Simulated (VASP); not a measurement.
Set up this calculation in VASP 6.6.1, as the native input.

```yaml
Task: single point
Functional: LDA
Potentials_or_basis: VASP PAW LDA potentials, release 64 (I, Mg)
Cutoff: 520 eV
k_mesh: 8 × 8 × 4
Occupations: fermi-dirac, width 0.05 eV
Spin: no spin polarisation
Dipole_correction: no
Further_INCAR_settings: ALGO = Normal; EDIFF = 1e-06; NBANDS = 15
```

The structure of MgI2 lies in POSCAR:

```
MgI2
1.0
    4.1944799318      0.0000000000      0.0000000000
   -2.0972399659      3.6325261766      0.0000000000
    0.0000000000      0.0000000000      6.9705366983
I Mg
2 1
Direct
    0.6666666667      0.3333333333      0.7500000000
    0.3333333333      0.6666666667      0.2500000000
    0.0000000000      0.0000000000      0.0000000000
```

This cell differs from its parent crystal: volume scaled by 1.04.

The input as run:

INCAR

```
PREC = Accurate ; ENCUT = 520
EDIFF = 1E-6 ; ISMEAR = -1
SIGMA = 0.05 ; LREAL = F
LASPH = T ; NELM = 100
ALGO = Normal ; ISIF = 2
LWAVE = F ; LCHARG = F
NBANDS = 15
```

KPOINTS

```
Automatic mesh
0
Gamma
  8 8 4
```

Potentials or basis: VASP PAW LDA potentials, release 64 (I, Mg).

Command:

```sh
$ cat potpaw_LDA.64/I/POTCAR potpaw_LDA.64/Mg/POTCAR > POTCAR
$ mpirun -np 1 vasp_std > vasp.out
```

Results of the run:

| Quantity | Value |
| --- | --- |
| Pressure | -3.0 GPa |
| Largest force | 0.536 eV/Å |
| Band gap on the k mesh | 3.22 eV, direct |

Caveat: spin-orbit coupling is left out, which moves the levels of the heavy elements.

Run time: 22 s on 1 thread of Intel(R) Xeon(R) Platinum 8559C (Emerald Rapids), with other jobs on the host, peak memory 0.22 GiB.
